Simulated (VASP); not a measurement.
Set up this calculation in VASP 6.6.1, as the native input.

* Task: single point
* Functional: LDA
* Potentials or basis: VASP PAW LDA potentials, release 64 (Mn_pv, Ru_pv)
* Cutoff: 520 eV
* k mesh: 13 × 13 × 8
* Occupations: fermi-dirac, width 0.1 eV
* Spin: collinear spin, ferromagnetic start
* Starting moments: [1.83, 0.11] μB
* Fixed moment: 1.9 μB
* Dipole correction: no
* Further INCAR settings: ALGO = Normal; EDIFF = 1e-06; NBANDS = 24

The structure of MnRu lies in POSCAR:

```
MnRu
1.0
    2.6252190000      0.0000000000      0.0000000000
   -1.3126095000      2.2735063445      0.0000000000
    0.0000000000      0.0000000000      4.0655070000
Mn Ru
1 1
Direct
    0.6666670000      0.3333330000      0.5000000000
    0.3333330000      0.6666670000      0.0000000000
```

One way to write it, as run:

INCAR

```
SYSTEM = MnRu
ALGO     = Normal         ! electronic algorithm
EDIFF    = 1E-6           ! SCF threshold, eV
ENCUT    = 520            ! plane-wave cutoff, eV
ISIF     = 2              ! what is computed and relaxed
ISMEAR   = -1             ! smearing method
ISPIN    = 2              ! spin polarisation
LASPH    = .True.         ! aspherical terms in the spheres
LCHARG   = .True.         ! write CHGCAR
LELF     = .True.         ! ELF
LMAXMIX  = 4              ! l up to which the mixer works
LORBIT   = 11             ! projections on sites
LREAL    = .False.        ! projectors in reciprocal space
LVHAR    = .True.       
LWAVE    = .False.        ! write WAVECAR
MAGMOM   = 1.83 0.11      ! initial moments
NBANDS   = 24             ! bands
NELM     = 150            ! most SCF steps
NUPDOWN  = 1.9            ! fixed moment
PREC     = Accurate       ! precision mode
SIGMA    = 0.1            ! smearing width, eV
```

KPOINTS

```
k-points
0
Gamma
  13 13 8
  0 0 0
```

Potentials or basis: VASP PAW LDA potentials, release 64 (Mn_pv, Ru_pv).

Launch:

```sh
$ cat potpaw_LDA.64/Mn_pv/POTCAR potpaw_LDA.64/Ru_pv/POTCAR > POTCAR
$ mpirun -np 1 vasp_std > vasp.out
```

It gave:

- Pressure: -1.0 GPa
- Net moment: 1.90 μB per cell
- Site moments: Mn +1.66; Ru +0.14 μB
- Valence electrons inside the program's atomic spheres: Mn 11.89; Ru 12.83

Caveat: the total moment is fixed, so each spin has its own Fermi level.

It took 68 s on 1 thread of Intel(R) Xeon(R) Platinum 8488C (Sapphire Rapids), with other jobs on the host, peak memory 0.2 GiB.
